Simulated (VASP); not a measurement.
# Pb (Pm-3n) in VASP: notebook

The runs below take Pb through single point, with PBEsol.

All numbers are computed with VASP 6.6.1; they aren't measurements. Logs are shortened: lines on timing, memory, paths and dates and some standing lists are left out, and cuts for length are marked.

## (1) The cell of the first run

The structure is cubic, space group Pm-3n (No. 223). The conventional cell has a = 6.276 Å, b = 6.276 Å, c = 6.276 Å, α = 90.00°, β = 90.00°, γ = 90.00°. Within 4.6 Å of Pb (site symmetry m-3) lie 12 Pb at 3.51 Å. Pb (site symmetry -4m2) has 14 Pb at 3.14 to 3.84 Å within 4.1 Å.

## (2) Single point, PBEsol

The input, INCAR:

```
SYSTEM = Pb
PREC = Accurate
ENCUT = 520
EDIFF = 1E-6
ISMEAR = -1
SIGMA = 0.1
LREAL = .FALSE.
LASPH = .TRUE.
NELM = 100
ALGO = Normal
ISIF = 2
LWAVE = .FALSE.
LCHARG = .FALSE.
GGA = PS
NBANDS = 66
```

The input, KPOINTS:

```
regular mesh
0
G
  4 4 4
  0 0 0
```

The input, POSCAR:

```
Pb
1.0
    6.2758417478      0.0000000000      0.0000000000
    0.0000000000      6.2758417478      0.0000000000
    0.0000000000      0.0000000000      6.2758417478
Pb
8
Direct
    0.0000000000      1.0000000000      0.0000000000
    0.5000000000      0.5000000000      0.5000000000
    0.2500000000      0.0000000000      0.5000000000
    0.7500000000      0.0000000000      0.5000000000
    0.5000000000      0.2500000000      1.0000000000
    0.5000000000      0.7500000000      1.0000000000
    1.0000000000      0.5000000000      0.2500000000
    1.0000000000      0.5000000000      0.7500000000
```

Potentials or basis: VASP PAW PBE potentials, release 64 (Pb_d).

Run with:

```sh
$ cat potpaw_PBE.64/Pb_d/POTCAR > POTCAR
$ mpirun -np 1 vasp_std > vasp.out
```

OUTCAR:

```text
SYSTEM = Pb
   PREC = Accurate
   ENCUT = 520
   EDIFF = 1E-6
   ISMEAR = -1
   LREAL = .FALSE.
   LASPH = .TRUE.
   NELM = 100
   ISIF = 2
   GGA = PS

 ion  position               nearest neighbor table
   1  0.000  0.000  0.000-   3 3.51   4 3.51   5 3.51   6 3.51   7 3.51   8 3.51   3 3.51   4 3.51
                             7 3.51   8 3.51   5 3.51   6 3.51
   2  0.500  0.500  0.500-   3 3.51   4 3.51   5 3.51   6 3.51   7 3.51   8 3.51   5 3.51   6 3.51
                             3 3.51   4 3.51   7 3.51   8 3.51
   3  0.250  0.000  0.500-   4 3.14   4 3.14   1 3.51   1 3.51   2 3.51   2 3.51   8 3.84   5 3.84
                             5 3.84   6 3.84   6 3.84   7 3.84   8 3.84   7 3.84
   4  0.750  0.000  0.500-   3 3.14   3 3.14   1 3.51   1 3.51   2 3.51   2 3.51   8 3.84   5 3.84
                             5 3.84   6 3.84   6 3.84   7 3.84   8 3.84   7 3.84
   5  0.500  0.250  0.000-   6 3.14   6 3.14   1 3.51   2 3.51   2 3.51   1 3.51   8 3.84   4 3.84
                             3 3.84   4 3.84   3 3.84   7 3.84   7 3.84   8 3.84
   6  0.500  0.750  0.000-   5 3.14   5 3.14   1 3.51   2 3.51   2 3.51   1 3.51   8 3.84   4 3.84
                             3 3.84   4 3.84   3 3.84   7 3.84   7 3.84   8 3.84
   7  0.000  0.500  0.250-   8 3.14   8 3.14   1 3.51   2 3.51   1 3.51   2 3.51   3 3.84   4 3.84
                             5 3.84   3 3.84   4 3.84   6 3.84   5 3.84   6 3.84
   8  0.000  0.500  0.750-   7 3.14   7 3.14   1 3.51   2 3.51   1 3.51   2 3.51   3 3.84   4 3.84
                             5 3.84   3 3.84   4 3.84   6 3.84   5 3.84   6 3.84

  LATTYP: Found a simple cubic cell.
 ALAT       =     6.2758417478

  Lattice vectors:

 A1 = (   6.2758417478,   0.0000000000,   0.0000000000)
 A2 = (   0.0000000000,   6.2758417478,   0.0000000000)
 A3 = (   0.0000000000,   0.0000000000,   6.2758417478)

Analysis of symmetry for initial positions (statically):
=====================================================================
 Subroutine PRICEL returns:
 Original cell was already a primitive cell.

 Routine SETGRP: Setting up the symmetry group for a
 simple cubic supercell.

 Subroutine GETGRP returns: Found 48 space group operations
 (whereof 24 operations were pure point group operations)
 out of a pool of 48 trial point group operations.

The static configuration has the point symmetry T_h .
 The point group associated with its full space group is O_h .

Analysis of symmetry for dynamics (positions and initial velocities):
=====================================================================
 Subroutine PRICEL returns:
 Original cell was already a primitive cell.

 Routine SETGRP: Setting up the symmetry group for a
 simple cubic supercell.

[... 111 lines left out ...]
   TEBEG  =    0.0;   TEEND  =   0.0 temperature during run
   PSTRESS=    0.0 pullay stress
   NELECT =     112.0000    total number of electrons
   NUPDOWN=      -1.0000    fix difference up-down
   EMIN   =  10.00;   EMAX   =-10.00  energy-range for DOS
   EFERMI =   0.00;   METHOD = LEGACY
   ISMEAR =    -1;   SIGMA  =   0.10  broadening in eV -4-tet -1-fermi 0-gaus
   EFERMI_NEDOS =   21; number of points for ismear=-14 and -15
   IALGO  =     38    algorithm
   IMIX   =      4    mixing-type and parameters
     AMIX     =   0.40;   BMIX     =  1.00
     AMIX_MAG =   1.60;   BMIX_MAG =  1.00
  volume/ion in A,a.u.               =      30.90       208.51
  Fermi-wavevector in a.u.,A,eV,Ry     =   1.257406  2.376153 21.511761  1.581070
  Thomas-Fermi vector in A             =   2.391067
   LORBIT       =      0    0 simple, 1 ext, 2 COOP (PROOUT), +10 PAW based schemes
   GGA     = PS    functional components
   LHFCALC =     F    Hartree Fock is set to
   AEXX    =    0.0000 exact exchange contribution
   IVDW    =     0    specifies the selected vdW correction
   LEPSILON=     F    determine dielectric tensor
   LRPA    =     F    only Hartree local field effects (RPA)
 non-spin polarized calculation
  energy-cutoff  :      520.00
  volume of cell :      247.18
 maximum number of plane-waves:      6704
 NGX is ok and might be reduce to    48
   NGX = 23   NGY = 23   NGZ = 23

 number of electron     111.9999947 magnetization

 Free energy of the ion-electron system (eV)
  ---------------------------------------------------
  ext. energy  EPLUGINS =         0.00000000
  ---------------------------------------------------
  free energy    TOTEN  =       -31.41726646 eV

  energy without entropy =      -31.23850551  energy(sigma->0) =      -31.32788598

 E-fermi :   6.9183     XC(G=0): -10.2420

 val. band max:        6.8906896474   @ k =   0.0000   0.0000   0.0000
 cond. band min:       6.9304729017   @ k =   0.5000   0.2500   0.2500
 fundamental gap:      0.0397832543
 Fermi energy:         6.9183113565

 k-point     1 :       0.0000    0.0000    0.0000
  band No.  band energies     occupation
      1     -10.3797      2.00000
      2     -10.3727      2.00000
      3     -10.3727      2.00000
      4     -10.1780      2.00000
      5     -10.1780      2.00000
      6     -10.1780      2.00000
[... 679 lines left out ...]
     65       8.8729      0.00000
     66       8.8729      0.00000

------------------------ aborting loop because EDIFF is reached ----------------------------------------

  FORCE on cell =-STRESS in cart. coord.  units (eV):
  Direction    XX          YY          ZZ          XY          YZ          ZX
  --------------------------------------------------------------------------------------
  -------------------------------------------------------------------------------------
  Total       -0.1408468     -0.1408468     -0.1408468      0.0000000     -0.0000000      0.0000000
  in kB       -0.9129389     -0.9129389     -0.9129389      0.0000000     -0.0000000      0.0000000
  external PRESSURE =      -0.9129389 kB  Pullay stress =       0.0000000 kB

 VOLUME and BASIS-vectors are now :
 -----------------------------------------------------------------------------
  energy-cutoff  :      520.00
  volume of cell :      247.18
      direct lattice vectors                 reciprocal lattice vectors
     6.275841748  0.000000000  0.000000000     0.159341175  0.000000000  0.000000000
     0.000000000  6.275841748  0.000000000     0.000000000  0.159341175  0.000000000
     0.000000000  0.000000000  6.275841748     0.000000000  0.000000000  0.159341175

 POSITION                                       TOTAL-FORCE (eV/Angst)
 -----------------------------------------------------------------------------------
      0.00000      0.00000      0.00000        -0.000000     -0.000000     -0.000000
      3.13792      3.13792      3.13792        -0.000000     -0.000000     -0.000000
      1.56896      0.00000      3.13792        -0.000000      0.000000      0.000000
      4.70688      0.00000      3.13792         0.000000      0.000000     -0.000000
      3.13792      1.56896      0.00000         0.000000     -0.000000      0.000000
      3.13792      4.70688      0.00000         0.000000      0.000000     -0.000000
      0.00000      3.13792      1.56896         0.000000     -0.000000      0.000000
      0.00000      3.13792      4.70688        -0.000000     -0.000000     -0.000000
 -----------------------------------------------------------------------------------
    total drift:                                0.000000     -0.000000      0.000000

  FREE ENERGIE OF THE ION-ELECTRON SYSTEM (eV)
  ---------------------------------------------------
  free  energy   TOTEN  =       -31.4172664550 eV

  energy  without entropy=      -31.2385055065  energy(sigma->0) =      -31.32788598
```

OSZICAR:

```text
N       E                     dE             d eps       ncg     rms          rms(c)
DAV:   1     0.149535630888E+04    0.14954E+04   -0.53252E+04  1320   0.207E+03
DAV:   2     0.154412128692E+03   -0.13409E+04   -0.13202E+04  1320   0.575E+02
DAV:   3    -0.205378996044E+02   -0.17495E+03   -0.16882E+03  1486   0.251E+02
DAV:   4    -0.312033898151E+02   -0.10665E+02   -0.10516E+02  1606   0.665E+01
DAV:   5    -0.315526891762E+02   -0.34930E+00   -0.34823E+00  1720   0.109E+01    0.171E+00
DAV:   6    -0.314488012019E+02    0.10389E+00   -0.26975E-01  1918   0.408E+00    0.838E-01
DAV:   7    -0.314185159781E+02    0.30285E-01   -0.12905E-01  1584   0.294E+00    0.277E-01
DAV:   8    -0.314175129354E+02    0.10030E-02   -0.10020E-02  1516   0.964E-01    0.136E-01
DAV:   9    -0.314172655507E+02    0.24738E-03   -0.12203E-03  1616   0.270E-01    0.207E-02
DAV:  10    -0.314172640165E+02    0.15341E-05   -0.15333E-04  1668   0.156E-01    0.155E-02
DAV:  11    -0.314172657477E+02   -0.17312E-05   -0.21173E-05  1840   0.506E-02    0.462E-03
DAV:  12    -0.314172664550E+02   -0.70734E-06   -0.47690E-06  1268   0.307E-02
   1 F= -.31417266E+02 E0= -.31327886E+02  d E =-.178761E+00
```

It used 370 s of CPU time on 1 thread of AMD EPYC 7R13 Processor (Zen 3), with other jobs on the host.

Results:

```yaml
Free_energy: -31.4173 eV
Pressure: -0.1 GPa
Band_gap_on_the_k_mesh: zero (band 56 reaches 7.17 eV, above the bottom of band 57 at 6.40 eV)
```

Caveat: the PAW data sets were made with another functional, which shifts forces and pressure a little; spin-orbit coupling is left out, which moves the levels of the heavy elements.

## (3) Single point, PBEsol

The input, INCAR:

```
  PREC = Accurate
  ENCUT = 520
  EDIFF = 1E-6
  ISMEAR = -1
  SIGMA = 0.1
  LREAL = False
  LASPH = True
  NELM = 100
  ALGO = Normal
  ISIF = 2
  LWAVE = False
  LCHARG = False
  GGA = PS
  NBANDS = 66
```

The input, KPOINTS:

```
Automatic mesh
0
Gamma
  6 6 6
```

POSCAR is that of step 2.

Potentials or basis: VASP PAW PBE potentials, release 64 (Pb_d).

Run with:

```sh
$ cat potpaw_PBE.64/Pb_d/POTCAR > POTCAR
$ mpirun -np 1 vasp_std > vasp.out
```

It used 530 s of CPU time on 1 thread of AMD EPYC 7R13 Processor (Zen 3), on a shared host.

It converged, with:

| Quantity | Value |
| --- | --- |
| Free energy | -31.4979 eV |
| Pressure | -0.3 GPa |
| Band gap on the k mesh | zero (band 56 reaches 7.31 eV, above the bottom of band 57 at 6.01 eV) |

Levels at points of the mesh, in eV from the Fermi level:
| k point | band 52 | band 53 | band 54 | band 55 | band 56 | band 57 | band 58 | band 59 | band 60 | band 61 |
| --- | --- | --- | --- | --- | --- | --- | --- | --- | --- | --- |
| (0.00, 0.00, 0.00) | -2.73 | -2.73 | -1.15 | -1.15 | -1.15 | -0.50 | -0.01 | -0.01 | -0.01 | 2.47 |
| (0.50, 0.00, 0.00) | -2.62 | -1.74 | -1.74 | -0.46 | -0.46 | 0.44 | 0.44 | 0.90 | 0.90 | 2.00 |
| (0.50, 0.50, 0.00) | -2.09 | -0.80 | -0.41 | -0.06 | -0.06 | 0.45 | 0.45 | 1.25 | 1.52 | 1.86 |
| (0.50, 0.50, 0.50) | -0.57 | -0.57 | -0.57 | -0.21 | -0.21 | 1.95 | 1.95 | 1.95 | 1.95 | 1.97 |

Caveat: the PAW data sets were made with another functional, which shifts forces and pressure a little; spin-orbit coupling is left out, which moves the levels of the heavy elements.
